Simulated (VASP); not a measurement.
# B3F2 (P6_3/mmc) in VASP: notebook

Runs on B3F2. Level: PBE. Tasks: single point.

All numbers are computed with VASP 6.6.1; they aren't measurements. Logs are shortened: lines on timing, memory, paths and dates and some standing lists are left out, and cuts for length are marked.

**1. The cell of the first run**

The structure is hexagonal, space group P6_3/mmc (No. 194). The conventional cell has a = 3.188 Å, b = 3.188 Å, c = 9.532 Å, α = 90.00°, β = 90.00°, γ = 120.00°. B (site symmetry -6m2) has 6 F at 2.10 Å and 6 B at 2.52 Å within 2.8 Å. Within 2.6 Å of B (site symmetry 3m) lie 4 F at 1.97 to 2.03 Å and 6 B at 2.27 to 2.52 Å. F (site symmetry 3m) has 7 B at 1.97 to 2.10 Å and 1 F at 2.04 Å within 2.6 Å.

The cell was generated, and may not be a known phase.

**2. Single point, PBE**

Contents of INCAR:

```
SYSTEM = B3F2
PREC     = Accurate       ! precision mode
ENCUT    = 520            ! plane-wave cutoff, eV
EDIFF    = 1E-6           ! SCF threshold, eV
ISMEAR   = 0              ! smearing method
SIGMA    = 0.1            ! smearing width, eV
LREAL    = .False.        ! projectors in reciprocal space
LASPH    = .True.         ! aspherical terms in the spheres
NELM     = 100            ! most SCF steps
ALGO     = Normal         ! electronic algorithm
ISIF     = 2              ! what is computed and relaxed
LWAVE    = .False.        ! write WAVECAR
LCHARG   = .False.        ! write CHGCAR
GGA      = PE             ! functional
NBANDS   = 34             ! bands
```

Contents of KPOINTS:

```
regular mesh
0
Gamma
  6 6 2
  0 0 0
```

Contents of POSCAR:

```
B3F2
1.0
    3.1877114100      0.0000000000      0.0000000000
   -1.5938557100      2.7606390600      0.0000000000
    0.0000000000      0.0000000000      9.5322426100
B F
6 4
Direct
    0.0000000000      0.0000000000      0.2500000000
    0.0000000000      0.0000000000      0.7500000000
    0.3333333300      0.6666666700      0.9300000100
    0.6666666700      0.3333333300      0.4300000100
    0.3333333300      0.6666666700      0.5699999900
    0.6666666700      0.3333333300      0.0699999900
    0.3333333300      0.6666666700      0.1430000100
    0.6666666700      0.3333333300      0.6430000100
    0.3333333300      0.6666666700      0.3569999900
    0.6666666700      0.3333333300      0.8569999900
```

Potentials or basis: VASP PAW PBE potentials, release 64 (B, F).

On the command line:

```console
$ cat potpaw_PBE.64/B/POTCAR potpaw_PBE.64/F/POTCAR > POTCAR
$ mpirun -np 1 vasp_std > vasp.out
```

OUTCAR:

```text
SYSTEM = B3F2
   PREC = Accurate
   ENCUT = 520
   EDIFF = 1E-6
   ISMEAR = 0
   LREAL = .False.
   LASPH = .True.
   NELM = 100
   ISIF = 2
   GGA = PE

 ion  position               nearest neighbor table
   1  0.000  0.000  0.250-
   2  0.000  0.000  0.750-
   3  0.333  0.667  0.930-  10 1.97  10 1.97  10 1.97   7 2.03
   4  0.667  0.333  0.430-   9 1.97   9 1.97   9 1.97   8 2.03
   5  0.333  0.667  0.570-   8 1.97   8 1.97   8 1.97   9 2.03
   6  0.667  0.333  0.070-   7 1.97   7 1.97   7 1.97  10 2.03
   7  0.333  0.667  0.143-   6 1.97   6 1.97   6 1.97   3 2.03
   8  0.667  0.333  0.643-   5 1.97   5 1.97   5 1.97   4 2.03
   9  0.333  0.667  0.357-   4 1.97   4 1.97   4 1.97   5 2.03
  10  0.667  0.333  0.857-   3 1.97   3 1.97   3 1.97   6 2.03

  LATTYP: Found a hexagonal cell.
 ALAT       =     3.1877114100
 C/A-ratio  =     2.9903091541

  Lattice vectors:

 A1 = (   3.1877114100,   0.0000000000,   0.0000000000)
 A2 = (  -1.5938557100,   2.7606390600,   0.0000000000)
 A3 = (   0.0000000000,   0.0000000000,   9.5322426100)

Analysis of symmetry for initial positions (statically):
=====================================================================
 Subroutine PRICEL returns:
 Original cell was already a primitive cell.

 Routine SETGRP: Setting up the symmetry group for a
 hexagonal supercell.

 Subroutine GETGRP returns: Found 24 space group operations
 (whereof 12 operations were pure point group operations)
 out of a pool of 24 trial point group operations.

The static configuration has the point symmetry D_3d.
 The point group associated with its full space group is D_6h.

Analysis of symmetry for dynamics (positions and initial velocities):
=====================================================================
 Subroutine PRICEL returns:
 Original cell was already a primitive cell.

 Routine SETGRP: Setting up the symmetry group for a
 hexagonal supercell.

 Subroutine GETGRP returns: Found 24 space group operations
 (whereof 12 operations were pure point group operations)
 out of a pool of 24 trial point group operations.

The dynamic configuration has the point symmetry D_3d.
 The point group associated with its full space group is D_6h.

 Subroutine INISYM returns: Found 24 space group operations
 (whereof 12 operations are pure point group operations),
[... 106 lines left out ...]
   NFREE  =      0    steps in history (QN), initial steepest desc. (CG)
   ISIF   =      2    stress and relaxation
   ISYM   =      2    0-nonsym 1-usesym 2-fastsym
   POTIM  = 0.5000    time-step for ionic-motion
   TEBEG  =    0.0;   TEEND  =   0.0 temperature during run
   PSTRESS=    0.0 pullay stress
   NELECT =      46.0000    total number of electrons
   NUPDOWN=      -1.0000    fix difference up-down
   EMIN   =  10.00;   EMAX   =-10.00  energy-range for DOS
   EFERMI =   0.00;   METHOD = LEGACY
   ISMEAR =     0;   SIGMA  =   0.10  broadening in eV -4-tet -1-fermi 0-gaus
   EFERMI_NEDOS =   21; number of points for ismear=-14 and -15
   IALGO  =     38    algorithm
   IMIX   =      4    mixing-type and parameters
     AMIX     =   0.40;   BMIX     =  1.00
     AMIX_MAG =   1.60;   BMIX_MAG =  1.00
  volume/ion in A,a.u.               =       8.39        56.61
  Fermi-wavevector in a.u.,A,eV,Ry     =   1.339984  2.532202 24.430029  1.795556
  Thomas-Fermi vector in A             =   2.468333
   LORBIT       =      0    0 simple, 1 ext, 2 COOP (PROOUT), +10 PAW based schemes
   GGA     = PE    functional components
   LHFCALC =     F    Hartree Fock is set to
   AEXX    =    0.0000 exact exchange contribution
   IVDW    =     0    specifies the selected vdW correction
   LEPSILON=     F    determine dielectric tensor
   LRPA    =     F    only Hartree local field effects (RPA)
 non-spin polarized calculation
 Gauss-broadening in eV      SIGMA  =   0.10
  energy-cutoff  :      520.00
  volume of cell :       83.88
 maximum number of plane-waves:      2288
 NGX is ok and might be reduce to    24
   NGX = 11   NGY = 11   NGZ = 35

 number of electron      46.0000027 magnetization

 Free energy of the ion-electron system (eV)
  ---------------------------------------------------
  ext. energy  EPLUGINS =         0.00000000
  ---------------------------------------------------
  free energy    TOTEN  =       -25.26288748 eV

  energy without entropy =      -25.23913450  energy(sigma->0) =      -25.25101099

 E-fermi :   5.6248     XC(G=0): -11.4518

 val. band max:        5.5858112299   @ k =   0.3333   0.3333   0.0000
 cond. band min:       5.6545273137   @ k =   0.3333  -0.0000   0.0000
 fundamental gap:      0.0687160837
 Fermi energy:         5.6248034778

 k-point     1 :       0.0000    0.0000    0.0000
  band No.  band energies     occupation
      1     -21.0853      2.00000
      2     -20.9051      2.00000
      3     -20.0830      2.00000
      4     -19.8436      2.00000
      5      -5.9122      2.00000
      6      -4.4277      2.00000
[... 507 lines left out ...]
     33      10.0514      0.00000
     34      10.0514      0.00000

------------------------ aborting loop because EDIFF is reached ----------------------------------------

  FORCE on cell =-STRESS in cart. coord.  units (eV):
  Direction    XX          YY          ZZ          XY          YZ          ZX
  --------------------------------------------------------------------------------------
  -------------------------------------------------------------------------------------
  Total       21.1565354     21.1565353     31.2125909     -0.0000000     -0.0000000      0.0000000
  in kB      404.0837797    404.0837794    596.1515672     -0.0000007     -0.0000000      0.0000000
  external PRESSURE =     468.1063754 kB  Pullay stress =       0.0000000 kB

 VOLUME and BASIS-vectors are now :
 -----------------------------------------------------------------------------
  energy-cutoff  :      520.00
  volume of cell :       83.88
      direct lattice vectors                 reciprocal lattice vectors
     3.187711410  0.000000000  0.000000000     0.313704684  0.181117484  0.000000000
    -1.593855710  2.760639060  0.000000000     0.000000000  0.362234967  0.000000000
     0.000000000  0.000000000  9.532242610     0.000000000  0.000000000  0.104907107

 POSITION                                       TOTAL-FORCE (eV/Angst)
 -----------------------------------------------------------------------------------
      0.00000      0.00000      2.38306         0.000000     -0.000000     -0.000000
      0.00000      0.00000      7.14918         0.000000     -0.000000     -0.000000
     -0.00000      1.84043      8.86499         0.000000     -0.000000      0.611171
      1.59386      0.92021      4.09886        -0.000000     -0.000000      0.611171
     -0.00000      1.84043      5.43338         0.000000     -0.000000     -0.611171
      1.59386      0.92021      0.66726        -0.000000     -0.000000     -0.611171
     -0.00000      1.84043      1.36311         0.000000     -0.000000      0.078457
      1.59386      0.92021      6.12923        -0.000000      0.000000      0.078457
     -0.00000      1.84043      3.40301         0.000000     -0.000000     -0.078457
      1.59386      0.92021      8.16913        -0.000000      0.000000     -0.078457
 -----------------------------------------------------------------------------------
    total drift:                                0.000015     -0.000009      0.000011

  FREE ENERGIE OF THE ION-ELECTRON SYSTEM (eV)
  ---------------------------------------------------
  free  energy   TOTEN  =       -25.2628874765 eV

  energy  without entropy=      -25.2391344994  energy(sigma->0) =      -25.25101099
```

OSZICAR:

```text
N       E                     dE             d eps       ncg     rms          rms(c)
DAV:   1     0.225360994952E+03    0.22536E+03   -0.24422E+04   952   0.129E+03
DAV:   2    -0.933058321460E+01   -0.23469E+03   -0.21756E+03  1106   0.278E+02
DAV:   3    -0.264030032421E+02   -0.17072E+02   -0.16225E+02  1288   0.655E+01
DAV:   4    -0.266679941831E+02   -0.26499E+00   -0.26387E+00  1072   0.791E+00
DAV:   5    -0.266725509218E+02   -0.45567E-02   -0.45387E-02  1242   0.815E-01    0.900E+00
DAV:   6    -0.254235951453E+02    0.12490E+01   -0.74245E+00  1034   0.207E+01    0.399E+00
DAV:   7    -0.252541528434E+02    0.16944E+00   -0.81962E-01  1062   0.705E+00    0.116E+00
DAV:   8    -0.252617929768E+02   -0.76401E-02   -0.54825E-02  1130   0.139E+00    0.397E-01
DAV:   9    -0.252629085474E+02   -0.11156E-02   -0.52307E-03  1220   0.478E-01    0.101E-01
DAV:  10    -0.252628823800E+02    0.26167E-04   -0.78936E-04  1186   0.176E-01    0.419E-02
DAV:  11    -0.252628865051E+02   -0.41251E-05   -0.60023E-05  1156   0.519E-02    0.125E-02
DAV:  12    -0.252628875844E+02   -0.10792E-05   -0.19119E-05  1128   0.282E-02    0.759E-03
DAV:  13    -0.252628874765E+02    0.10782E-06   -0.51350E-06   922   0.179E-02
   1 F= -.25262887E+02 E0= -.25251011E+02  d E =-.237530E-01
```

Wall time 27 s (1 thread of Intel Xeon Platinum 8488C (Sapphire Rapids), shared host); peak memory 0.19 GiB.

Results:

| Quantity | Value |
| --- | --- |
| Free energy | -25.2629 eV |
| Pressure | 46.8 GPa |
| Largest force | 0.611 eV/Å |
| Band gap on the k mesh | zero (bands 23 and 24 overlap by 1.40 eV) |

Forces on the atoms (eV/Å):
```
B    0.000  0.000  0.000
B    0.000  0.000  0.000
B    0.000  0.000  0.611
B    0.000  0.000  0.611
B    0.000  0.000 -0.611
B    0.000  0.000 -0.611
F    0.000  0.000  0.078
F    0.000  0.000  0.078
F    0.000  0.000 -0.078
F    0.000  0.000 -0.078
```

Caveat: the k points lie up to 0.38 Å⁻¹ apart, too coarse for converged energies and pressures of a metal.

**3. Single point, PBE**

This run uses another cell than the first one, of 10.86 Å³/atom.

Contents of INCAR:

```
  PREC = Accurate
  ENCUT = 520
  EDIFF = 1E-6
  ISMEAR = 0
  SIGMA = 0.1
  LREAL = F
  LASPH = T
  NELM = 80
  ALGO = Normal
  ISIF = 2
  LWAVE = F
  LCHARG = F
  GGA = PE
  NBANDS = 34
```

Contents of KPOINTS:

```
Automatic mesh
0
Gamma
  6 6 2
```

Contents of POSCAR:

```
B3F2
1.0
    2.6527036666      0.0000000024      0.0000000000
   -1.3263518354      2.2973087628      0.0000000000
    0.0000000000      0.0000000000     17.8163528303
B F
6 4
Direct
    0.0000000000      0.0000000000      0.2500000000
    0.0000000000      0.0000000000      0.7500000000
    0.3333333333      0.6666666667      1.0259564277
    0.6666666667      0.3333333333      0.5259564277
    0.3333333333      0.6666666667      0.4740435723
    0.6666666667      0.3333333333     -0.0259564277
    0.3333333333      0.6666666667      0.1014070905
    0.6666666667      0.3333333333      0.6014070905
    0.3333333333      0.6666666667      0.3985929095
    0.6666666667      0.3333333333      0.8985929095
```

Potentials or basis: VASP PAW PBE potentials, release 64 (B, F).

On the command line:

```console
$ cat potpaw_PBE.64/B/POTCAR potpaw_PBE.64/F/POTCAR > POTCAR
$ mpirun -np 1 vasp_std > vasp.out
```

Run time: 77 s. Hardware: 1 thread of Intel Xeon Platinum 8488C (Sapphire Rapids), shared host; peak memory 0.22 GiB.

It converged, with:

```
Free energy            : -49.9276 eV
Pressure               : 0.3 GPa
Largest force          : 0.249 eV/Å
Band gap on the k mesh : zero (bands 23 and 24 overlap by 5.82 eV)
```

Forces on the atoms (eV/Å):
```
B    0.000  0.000  0.000
B    0.000  0.000  0.000
B    0.000  0.000 -0.249
B    0.000  0.000 -0.249
B    0.000  0.000  0.249
B    0.000  0.000  0.249
F    0.000  0.000  0.237
F    0.000  0.000  0.237
F    0.000  0.000 -0.237
F    0.000  0.000 -0.237
```

Stress tensor (GPa, compression positive):
```
-0.45  0.00  0.00
 0.00 -0.45  0.00
 0.00  0.00  1.87
```

Levels at points of the mesh, in eV from the Fermi level:
| k point | band 19 | band 20 | band 21 | band 22 | band 23 | band 24 | band 25 | band 26 |
| --- | --- | --- | --- | --- | --- | --- | --- | --- |
| (0.00, 0.00, 0.00) | -4.36 | -4.36 | -0.39 | -0.18 | 3.63 | 4.00 | 4.87 | 4.87 |
| (0.50, 0.00, 0.00) | -4.09 | -4.04 | -2.63 | -2.63 | -2.01 | -2.00 | 1.80 | 1.80 |
| (0.00, 0.00, 0.50) | -4.36 | -4.36 | -0.29 | -0.29 | 3.81 | 3.81 | 4.87 | 4.87 |
| (0.50, 0.00, 0.50) | -4.06 | -4.06 | -2.63 | -2.63 | -2.01 | -2.01 | 1.80 | 1.80 |

Caveat: the k points lie up to 0.46 Å⁻¹ apart, too coarse for converged energies and pressures of a metal.

The gap in the log of VASP goes by the Fermi energy; the results here count the filled bands.